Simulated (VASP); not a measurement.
# Fe (Im-3m) in VASP: notebook, part 2 of 2

VASP 6.6.1.

## 4. Single point, LDA, collinear spin, ferromagnetic start

File INCAR:

```
SYSTEM = Fe
ALGO = Normal ; EDIFF = 1E-7
ENCUT = 520 ; ISIF = 2
ISMEAR = -1 ; ISPIN = 2
LASPH = .True. ; LCHARG = .False.
LMAXMIX = 4 ; LORBIT = 11
LREAL = .False. ; LWAVE = .False.
MAGMOM = 2.5 ; NBANDS = 14
NELM = 150 ; PREC = Accurate
SIGMA = 0.05
```

File KPOINTS:

```
k-points
0
Gamma
  21 21 21
  0 0 0
```

File POSCAR:

```
Fe
1.0
   -1.1916935861      1.1916935861      1.1916935861
    1.1916935861     -1.1916935861      1.1916935861
    1.1916935861      1.1916935861     -1.1916935861
Fe
1
Direct
    0.0000000000      0.0000000000      0.0000000000
```

Command:

```bash
cat potpaw_LDA.64/Fe/POTCAR > POTCAR
mpirun -np 1 vasp_std > vasp.out
```

It took 19 s on 1 thread of Intel Xeon 6975P-C (Granite Rapids), shared host; peak memory 0.15 GiB.

Results (log left out):

- Free energy: -7.1183 eV
- Pressure: 277.1 GPa
- Band gap on the k mesh: zero (filled and empty bands overlap)
- Net moment: 0.00 μB per cell

Levels at points of the mesh, in eV from the Fermi level:
Spin up:
```tsv
k point	band 2	band 3	band 4	band 5	band 6	band 7
(0.00, 0.00, 0.00)	-3.34	-3.34	-3.34	-0.19	-0.19	30.06
```
Spin down:
```
           k point  band 1  band 2  band 3  band 4  band 5  band 6  band 7  band 8  band 9
(0.00, 0.00, 0.00)  -11.33   -3.35   -3.35   -3.35   -0.19   -0.19   30.06   30.06   30.06
```

Caveat: the starting moments collapsed, and a magnetic state may lie lower.

## 5. Single point, LDA, collinear spin, ferromagnetic start

This run uses another cell than the first one, of 6.77 Å³/atom, 1.182 times its volume.

File INCAR:

```
  PREC = Accurate
  ENCUT = 520
  EDIFF = 1E-6
  ISMEAR = -1
  SIGMA = 0.05
  LREAL = False
  LASPH = True
  NELM = 150
  ALGO = Normal
  ISIF = 2
  LWAVE = False
  LCHARG = False
  ISPIN = 2
  MAGMOM = 2.5
  LORBIT = 11
  LMAXMIX = 4
  GGA = CA
  NBANDS = 14
```

File KPOINTS:

```
Automatic mesh
0
Gamma
  21 21 21
  0.5 0.5 0.5
```

POSCAR is that of step 4.

Potentials or basis: VASP PAW LDA potentials, release 64 (Fe).

Command:

```bash
cat potpaw_LDA.64/Fe/POTCAR > POTCAR
mpirun -np 1 vasp_std > vasp.out
```

OUTCAR:

```text
PREC = Accurate
   ENCUT = 520
   EDIFF = 1E-6
   ISMEAR = -1
   LREAL = False
   LASPH = True
   NELM = 150
   ISIF = 2
   ISPIN = 2
   LORBIT = 11
   GGA = CA

 ion  position               nearest neighbor table
   1  0.000  0.000  0.000-

  LATTYP: Found a body centered cubic cell.
 ALAT       =     2.3833871722

  Lattice vectors:

 A1 = (  -1.1916935861,   1.1916935861,   1.1916935861)
 A2 = (   1.1916935861,  -1.1916935861,   1.1916935861)
[... 1018 lines left out ...]
 [... further k-points ...]
[... 5 lines left out ...]
  --------------------------------------------------------------------------------------
  -------------------------------------------------------------------------------------
  Total       11.6998650     11.6998650     11.6998650      0.0000000      0.0000000     -0.0000000
  in kB     2769.0936027   2769.0936027   2769.0936027      0.0000000      0.0000000     -0.0000000
  external PRESSURE =    2769.0936027 kB  Pullay stress =       0.0000000 kB

 VOLUME and BASIS-vectors are now :
 -----------------------------------------------------------------------------
  energy-cutoff  :      520.00
  volume of cell :        6.77
      direct lattice vectors                 reciprocal lattice vectors
    -1.191693586  1.191693586  1.191693586     0.000000000  0.419570942  0.419570942
     1.191693586 -1.191693586  1.191693586     0.419570942  0.000000000  0.419570942
     1.191693586  1.191693586 -1.191693586     0.419570942  0.419570942  0.000000000

 POSITION                                       TOTAL-FORCE (eV/Angst)
 -----------------------------------------------------------------------------------
      0.00000      0.00000      0.00000        -0.000000      0.000000      0.000000
 -----------------------------------------------------------------------------------
    total drift:                                0.000000      0.000000     -0.000000

  FREE ENERGIE OF THE ION-ELECTRON SYSTEM (eV)
  ---------------------------------------------------
  free  energy   TOTEN  =        -7.1148505526 eV

  energy  without entropy=       -7.0999545423  energy(sigma->0) =       -7.10740255

 total charge

# of ion       s       p       d       tot
------------------------------------------
    1        0.780   1.138   7.066   8.984

 magnetization (x)

# of ion       s       p       d       tot
------------------------------------------
    1        0.000   0.000  -0.000  -0.000
```

stdout:

```text
POSCAR found type information on POSCAR Fe
 POSCAR found :  1 types and       1 ions
 scaLAPACK will be used
 LDA part: xc-table for (Slater(with rela. corr.)+CA(PZ))
 , standard interpolation
 POSCAR, INCAR and KPOINTS ok, starting setup
 FFT: planning ... GRIDC
 FFT: planning ... GRID_SOFT
 FFT: planning ... GRID
 WAVECAR not read
 entering main loop
```

Run time: 20 s. Hardware: 1 thread of Intel Xeon 6975P-C (Granite Rapids), shared host; peak memory 0.15 GiB.

Results:

* Free energy: -7.1149 eV
* Pressure: 276.9 GPa
* Band gap on the k mesh: zero (filled and empty bands overlap)
* Net moment: 0.00 μB per cell

Caveat: the starting moments collapsed, and a magnetic state may lie lower.

## 6. Single point, PBE, collinear spin, ferromagnetic start

This run uses another cell than the first one, of 6.77 Å³/atom, 1.182 times its volume.

File INCAR:

```
SYSTEM = Fe
ALGO = Normal
EDIFF = 1E-6
ENCUT = 520
GGA = PE
ISIF = 2
ISMEAR = -1
ISPIN = 2
LASPH = .True.
LCHARG = .False.
LMAXMIX = 4
LORBIT = 11
LREAL = .False.
LWAVE = .False.
MAGMOM = -1
NBANDS = 14
NELM = 150
PREC = Accurate
SIGMA = 0.05
```

File KPOINTS:

```
k-points
0
Gamma
  21 21 21
  0 0 0
```

POSCAR is that of step 5.

Potentials or basis: VASP PAW PBE potentials, release 64 (Fe).

Command:

```bash
cat potpaw_PBE.64/Fe/POTCAR > POTCAR
mpirun -np 1 vasp_std > vasp.out
```

OUTCAR:

```text
SYSTEM = Fe
   EDIFF = 1E-6
   ENCUT = 520
   GGA = PE
   ISIF = 2
   ISMEAR = -1
   ISPIN = 2
   LASPH = .True.
   LORBIT = 11
   LREAL = .False.
   NELM = 150
   PREC = Accurate

 ion  position               nearest neighbor table
   1  0.000  0.000  0.000-

  LATTYP: Found a body centered cubic cell.
 ALAT       =     2.3833871722

  Lattice vectors:

 A1 = (  -1.1916935861,   1.1916935861,   1.1916935861)
 A2 = (   1.1916935861,  -1.1916935861,   1.1916935861)
 A3 = (   1.1916935861,   1.1916935861,  -1.1916935861)

Analysis of symmetry for initial positions (statically):
=====================================================================
 Subroutine PRICEL returns:
 Original cell was already a primitive cell.

 Routine SETGRP: Setting up the symmetry group for a
 body centered cubic supercell.

 Subroutine GETGRP returns: Found 48 space group operations
 (whereof 48 operations were pure point group operations)
 out of a pool of 48 trial point group operations.

The static configuration has the point symmetry O_h .

Analysis of symmetry for dynamics (positions and initial velocities):
=====================================================================
 Subroutine PRICEL returns:
 Original cell was already a primitive cell.

 Routine SETGRP: Setting up the symmetry group for a
 body centered cubic supercell.

 Subroutine GETGRP returns: Found 48 space group operations
 (whereof 48 operations were pure point group operations)
 out of a pool of 48 trial point group operations.

The dynamic configuration has the point symmetry O_h .

Analysis of structural, dynamic, and magnetic symmetry:
=====================================================================
 Subroutine PRICEL returns:
 Original cell was already a primitive cell.

 Routine SETGRP: Setting up the symmetry group for a
 body centered cubic supercell.

 Subroutine GETGRP returns: Found 48 space group operations
 (whereof 48 operations were pure point group operations)
 out of a pool of 48 trial point group operations.

The overall configuration has the point symmetry O_h .

 Subroutine INISYM returns: Found 48 space group operations
 (whereof 48 operations are pure point group operations),
 and found     1 'primitive' translations

----------------------------------------------------------------------------------------

                                     Primitive cell

  volume of cell :       6.7695

  direct lattice vectors                    reciprocal lattice vectors
    -1.191693586  1.191693586  1.191693586     0.000000000  0.419570942  0.419570942
     1.191693586 -1.191693586  1.191693586     0.419570942  0.000000000  0.419570942
     1.191693586  1.191693586 -1.191693586     0.419570942  0.419570942  0.000000000

  length of vectors
     2.064073838  2.064073838  2.064073838     0.593362916  0.593362916  0.593362916

  position of ions in fractional coordinates (direct lattice)
     0.000000000  0.000000000  0.000000000

  ion indices of the primitive-cell ions
   primitive index   ion index
                 1           1

----------------------------------------------------------------------------------------

 KPOINTS: k-points

Automatic generation of k-mesh.
 Grid dimensions read from file:
 generate k-points for:   21   21   21

[... 66 lines left out ...]
   NSW    =      0    number of steps for IOM
   IBRION =     -1    ionic relax: 0-MD 1-quasi-New 2-CG
   NFREE  =      0    steps in history (QN), initial steepest desc. (CG)
   ISIF   =      2    stress and relaxation
   ISYM   =      2    0-nonsym 1-usesym 2-fastsym
   POTIM  = 0.5000    time-step for ionic-motion
   TEBEG  =    0.0;   TEEND  =   0.0 temperature during run
   PSTRESS=    0.0 pullay stress
   NELECT =       8.0000    total number of electrons
   NUPDOWN=      -1.0000    fix difference up-down
   EMIN   =  10.00;   EMAX   =-10.00  energy-range for DOS
   EFERMI =   0.00;   METHOD = LEGACY
   ISMEAR =    -1;   SIGMA  =   0.05  broadening in eV -4-tet -1-fermi 0-gaus
   EFERMI_NEDOS =   21; number of points for ismear=-14 and -15
   IALGO  =     38    algorithm
   IMIX   =      4    mixing-type and parameters
     AMIX     =   0.40;   BMIX     =  1.00
     AMIX_MAG =   1.60;   BMIX_MAG =  1.00
  volume/ion in A,a.u.               =       6.77        45.68
  Fermi-wavevector in a.u.,A,eV,Ry     =   1.730827  3.270788 40.759799  2.995761
  Thomas-Fermi vector in A             =   2.805309
   LORBIT       =     11    0 simple, 1 ext, 2 COOP (PROOUT), +10 PAW based schemes
   GGA     = PE    functional components
   LHFCALC =     F    Hartree Fock is set to
   AEXX    =    0.0000 exact exchange contribution
   IVDW    =     0    specifies the selected vdW correction
   LEPSILON=     F    determine dielectric tensor
   LRPA    =     F    only Hartree local field effects (RPA)
 spin polarized calculation
  energy-cutoff  :      520.00
  volume of cell :        6.77
 maximum number of plane-waves:       194
   NGX =  7   NGY =  7   NGZ =  7

 number of electron       8.0000009 magnetization       0.0015327

 number of electron       8.0000009 magnetization      -0.0005167

 Free energy of the ion-electron system (eV)
  ---------------------------------------------------
  ext. energy  EPLUGINS =         0.00000000
  ---------------------------------------------------
  free energy    TOTEN  =        -5.33081136 eV

  energy without entropy =       -5.31731761  energy(sigma->0) =       -5.32406448

 E-fermi :  12.8902     XC(G=0): -16.3377

 val. band max:       12.8897510063   @ k =   0.3333   0.1905   0.0476
 cond. band min:      12.8930926662   @ k =   0.3810   0.1429   0.0476
 fundamental gap:      0.0033416598
 Fermi energy:        12.8901726927

 spin component 1

 k-point     1 :       0.0000    0.0000    0.0000
  band No.  band energies     occupation
      1       1.4571      1.00000
      2       9.5562      1.00000
      3       9.5562      1.00000
      4       9.5562      1.00000
      5      12.7124      0.97224
      6      12.7124      0.97224
      7      42.9804      0.00000
      8      42.9804      0.00000
      9      42.9804      0.00000
     10      52.7997      0.00000
     11      52.7997      0.00000
     12      59.6239      0.00000
     13      59.6239      0.00000
     14      59.6239      0.00000
[... 379 lines left out ...]
      3       8.8839      1.00000
      4      11.9793      1.00000
      5      12.5326      0.99922
      6      13.1170      0.01060
      7      36.3370      0.00000
      8      38.9988      0.00000
      9      45.1047      0.00000
     10      48.0795      0.00000
     11      52.7331      0.00000
     12      55.6251      0.00000
     13      60.6105      0.00000
     14      62.6411      0.00000

 [... further k-points ...]

 spin component 2

 k-point     1 :       0.0000    0.0000    0.0000
  band No.  band energies     occupation
      1       1.4570      1.00000
      2       9.5558      1.00000
      3       9.5558      1.00000
      4       9.5558      1.00000
      5      12.7116      0.97267
      6      12.7116      0.97267
      7      42.9805      0.00000
      8      42.9805      0.00000
      9      42.9805      0.00000
     10      52.7996      0.00000
     11      52.7996      0.00000
     12      59.6234      0.00000
     13      59.6234      0.00000
     14      59.6234      0.00000
[... 379 lines left out ...]
      3       8.8836      1.00000
      4      11.9786      1.00000
      5      12.5322      0.99922
      6      13.1162      0.01077
      7      36.3369      0.00000
      8      38.9987      0.00000
      9      45.1047      0.00000
     10      48.0793      0.00000
     11      52.7329      0.00000
     12      55.6249      0.00000
     13      60.6103      0.00000
     14      62.6408      0.00000

 [... further k-points ...]
[... 5 lines left out ...]
  --------------------------------------------------------------------------------------
  -------------------------------------------------------------------------------------
  Total       13.3303151     13.3303151     13.3303151      0.0000000      0.0000000      0.0000000
  in kB     3154.9842893   3154.9842893   3154.9842893      0.0000000      0.0000000      0.0000000
  external PRESSURE =    3154.9842893 kB  Pullay stress =       0.0000000 kB

 VOLUME and BASIS-vectors are now :
 -----------------------------------------------------------------------------
  energy-cutoff  :      520.00
  volume of cell :        6.77
      direct lattice vectors                 reciprocal lattice vectors
    -1.191693586  1.191693586  1.191693586     0.000000000  0.419570942  0.419570942
     1.191693586 -1.191693586  1.191693586     0.419570942  0.000000000  0.419570942
     1.191693586  1.191693586 -1.191693586     0.419570942  0.419570942  0.000000000

 POSITION                                       TOTAL-FORCE (eV/Angst)
 -----------------------------------------------------------------------------------
      0.00000      0.00000      0.00000        -0.000000      0.000000     -0.000000
 -----------------------------------------------------------------------------------
    total drift:                                0.000000      0.000000     -0.000000

  FREE ENERGIE OF THE ION-ELECTRON SYSTEM (eV)
  ---------------------------------------------------
  free  energy   TOTEN  =        -5.3308113615 eV

  energy  without entropy=       -5.3173176079  energy(sigma->0) =       -5.32406448

 total charge

# of ion       s       p       d       tot
------------------------------------------
    1        0.785   1.156   7.049   8.990

 magnetization (x)

# of ion       s       p       d       tot
------------------------------------------
    1        0.000   0.000  -0.001  -0.001
```

OSZICAR:

```text
N       E                     dE             d eps       ncg     rms          rms(c)
DAV:   1     0.239268836924E+02    0.23927E+02   -0.38852E+03 18262   0.791E+02
DAV:   2    -0.546189112726E+01   -0.29389E+02   -0.27652E+02 17984   0.142E+02
DAV:   3    -0.613594175253E+01   -0.67405E+00   -0.66818E+00 20084   0.211E+01
DAV:   4    -0.613705375256E+01   -0.11120E-02   -0.11119E-02 18836   0.797E-01
[... 16 lines left out ...]
DAV:  21    -0.533079347705E+01    0.26689E-03   -0.51343E-03 21898   0.740E-01    0.652E-02
DAV:  22    -0.533081856039E+01   -0.25083E-04   -0.89951E-05 20548   0.108E-01    0.243E-02
DAV:  23    -0.533081080356E+01    0.77568E-05   -0.71823E-05 21776   0.895E-02    0.533E-03
DAV:  24    -0.533081180591E+01   -0.10023E-05   -0.38103E-06 14670   0.213E-02    0.446E-03
DAV:  25    -0.533081136150E+01    0.44441E-06   -0.13294E-06 10588   0.128E-02
   1 F= -.53308114E+01 E0= -.53240645E+01  d E =-.134938E-01  mag=    -0.0003
```

Run time: 31 s. Hardware: 1 thread of Intel Xeon 6975P-C (Granite Rapids), shared host; peak memory 0.15 GiB.

What came out:

- Free energy: -5.3308 eV
- Pressure: 315.5 GPa
- Band gap on the k mesh: zero (filled and empty bands overlap)
- Net moment: 0.00 μB per cell

Levels at points of the mesh, in eV from the Fermi level:
Spin up:
| k point | band 1 | band 2 | band 3 | band 4 | band 5 | band 6 | band 7 | band 8 |
| --- | --- | --- | --- | --- | --- | --- | --- | --- |
| (0.00, 0.00, 0.00) | -11.43 | -3.33 | -3.33 | -3.33 | -0.18 | -0.18 | 30.09 | 30.09 |
Spin down:
```tsv
k point	band 1	band 2	band 3	band 4	band 5	band 6	band 7	band 8
(0.00, 0.00, 0.00)	-11.43	-3.33	-3.33	-3.33	-0.18	-0.18	30.09	30.09
```
